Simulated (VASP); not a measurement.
Write the native input for VASP 6.6.1 that does the following.

```
Task                   : single point
Functional             : PBEsol
Potentials or basis    : VASP PAW PBE potentials, release 64 (Ag)
Cutoff                 : 400 eV
k mesh                 : 2 × 2 × 2
Occupations            : fermi-dirac, width 0.1 eV
Spin                   : no spin polarisation
Dipole correction      : no
Further INCAR settings : ALGO = Normal; EDIFF = 1e-06; NBANDS = 48
```

The structure of Ag (a cell with a defect) lies in POSCAR:

```
Ag
1.0
    0.0000000000      4.0855000000      4.0855000000
    4.0855000000      0.0000000000      4.0855000000
    4.0855000000      4.0855000000      0.0000000000
Ag
7
Direct
    0.0274203892     -0.0274644474      0.1047759148
    0.0004934525      0.5079877616      0.0081302166
   -0.0286083711      0.4339053971      0.5453803696
    0.5660108922      0.0286387223     -0.0494946763
    0.4921242198     -0.0005843838      0.5166409252
    0.4951389059      0.5047235345      0.0133528332
    0.4474205116      0.5527931710      0.4862145392
```

These files were run (other wordings do the same):

INCAR

```
SYSTEM = Ag
ALGO = Normal
EDIFF = 1E-6
ENCUT = 400
GGA = PS
GGA_COMPAT = .False.
ISIF = 2
ISMEAR = -1
LASPH = .True.
LCHARG = .False.
LREAL = .False.
LWAVE = .False.
NBANDS = 48
NELM = 120
PREC = Accurate
SIGMA = 0.1
```

KPOINTS

```
k-points
0
Gamma
  2 2 2
  0 0 0
```

Potentials or basis: VASP PAW PBE potentials, release 64 (Ag).

Launch:

```console
$ cat potpaw_PBE.64/Ag/POTCAR > POTCAR
$ mpirun -np 1 vasp_std > vasp.out
```

It gave:

```json
{"Pressure": "-5.1 GPa", "Largest force": "0.167 eV/Å"}
```

Caveat: the k points lie up to 0.67 Å⁻¹ apart; the PAW data sets were made with another functional, which shifts forces and pressure a little.

Wall time 72 s on 1 thread of Intel Xeon 8259CL, on a shared host, peak memory 0.23 GiB.
